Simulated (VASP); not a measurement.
Wanted: the native input for a VASP 6.6.1 run.

```yaml
Task: relaxation of cell and atoms
Functional: LDA
Potentials_or_basis: VASP PAW LDA potentials, release 64 (Y_sv, Ca_sv)
Cutoff: 500 eV
k_mesh: 3 × 3 × 3
Occupations: fermi-dirac, width 0.05 eV
Spin: no spin polarisation
Dipole_correction: no
Further_INCAR_settings: ALGO = Normal; EDIFF = 1e-07; IBRION = 2; EDIFFG = -0.02; NSW = 80; ISIF = 3
```

The structure of Ca3Y lies in POSCAR:

```
Ca3Y
1.0
    5.4100000000      0.0000000000      0.0000000000
    0.0000000000      5.4100000000      0.0000000000
    0.0000000000      0.0000000000      5.4100000000
Y Ca
1 3
Direct
    0.0000000000      0.0000000000      0.0000000000
    0.0000000000      0.5000000000      0.5000000000
    0.5000000000      0.0000000000      0.5000000000
    0.5000000000      0.5000000000      0.0000000000
```

The input as run:

INCAR

```
  PREC = Accurate
  ENCUT = 500
  EDIFF = 1E-7
  ISMEAR = -1
  SIGMA = 0.05
  LREAL = False
  LASPH = True
  NELM = 120
  ALGO = Normal
  ISIF = 3
  LWAVE = False
  LCHARG = False
  IBRION = 2
  NSW = 80
  EDIFFG = -0.02
  GGA_COMPAT = False
  NELMIN = 4
```

KPOINTS

```
regular mesh
0
Gamma
  3 3 3
```

Potentials or basis: VASP PAW LDA potentials, release 64 (Y_sv, Ca_sv).

Launch:

```console
$ cat potpaw_LDA.64/Y_sv/POTCAR potpaw_LDA.64/Ca_sv/POTCAR > POTCAR
$ mpirun -np 1 vasp_std > vasp.out
```

Results of the run:

- Relaxed volume: 35.63 Å³/atom
- Relaxed cell: a = 5.223 Å, b = 5.223 Å, c = 5.223 Å, α = 90.00°, β = 90.00°, γ = 90.00°
- Space group after relaxing (to 0.1 Å): Pm-3m (No. 221)
- Energy gained by relaxing: 29.9 meV/atom
- Ionic steps: 3
- Pressure after relaxing: 0.0 GPa
- Band gap on the k mesh: zero (an odd number of electrons rules out a gap without spin polarisation)

Caveat: the k points lie up to 0.40 Å⁻¹ apart in the final cell, too coarse for converged energies and pressures of a metal.

It took 55 s on 1 thread of AMD EPYC 7R43 64-Core Processor (Zen 3), with other jobs on the host, peak memory 0.16 GiB.
